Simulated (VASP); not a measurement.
Input of a VASP 6.6.1 run:

File POSCAR:

```
Ni2Ge
1.0
    3.8587963088      0.0000000000      0.0000000000
   -1.9293981544      3.3418156314      0.0000000000
    0.0000000000      0.0000000000      5.1736352447
Ni Ge
4 2
Direct
    0.6666666667      0.3333333333      0.2500000000
    0.3333333333      0.6666666667      0.7500000000
    0.0000000000      0.0000000000      0.0000000000
    0.0000000000      0.0000000000      0.5000000000
    0.6666666667      0.3333333333      0.7500000000
    0.3333333333      0.6666666667      0.2500000000
```

Contents of INCAR.step1:

```
PREC = Accurate ; ENCUT = 520
ISMEAR = 0 ; SIGMA = 0.1
LREAL = False ; LASPH = True
NELM = 80 ; NBANDS = 43
GGA = PE ; ALGO = Normal
EDIFF = 1E-4 ; LWAVE = True
LCHARG = False
```

Contents of INCAR.step2:

```
PREC = Accurate ; ENCUT = 520
EDIFF = 1E-7 ; ISMEAR = 0
SIGMA = 0.1 ; LREAL = False
LASPH = True ; NELM = 80
ALGO = Normal ; ISIF = 2
LWAVE = False ; LCHARG = False
METAGGA = R2SCAN ; LMIXTAU = True
NBANDS = 43 ; ISTART = 1
```

Contents of KPOINTS:

```
Automatic mesh
0
Gamma
  12 12 8
```

Potentials or basis: VASP PAW PBE potentials, release 64 (Ni, Ge_d).

The run is started by

```bash
$ cat potpaw_PBE.64/Ni/POTCAR potpaw_PBE.64/Ge_d/POTCAR > POTCAR
$ cp INCAR.step1 INCAR
$ mpirun -np 1 vasp_std > vasp.out
$ cp INCAR.step2 INCAR
$ mpirun -np 1 vasp_std > vasp.out
```

Question: Estimate the band gap on the k mesh.

Answer: Zero (band 34 reaches 13.90 eV, above the bottom of band 35 at 9.98 eV).

Question: Estimate the pressure.

Answer: 9.9 GPa.

Stress tensor (GPa, compression positive):
```
14.80  0.00  0.00
 0.00 14.80  0.00
 0.00  0.00  0.07
```

Caveat: the cell differs from its parent crystal (biaxial strain in the a-b plane: -3.0 %, then relaxed in part); the PAW data sets were made with another functional, which shifts forces and pressure a little. Spin polarisation is off, so any magnetic state and its effect on volume and gap are missing.
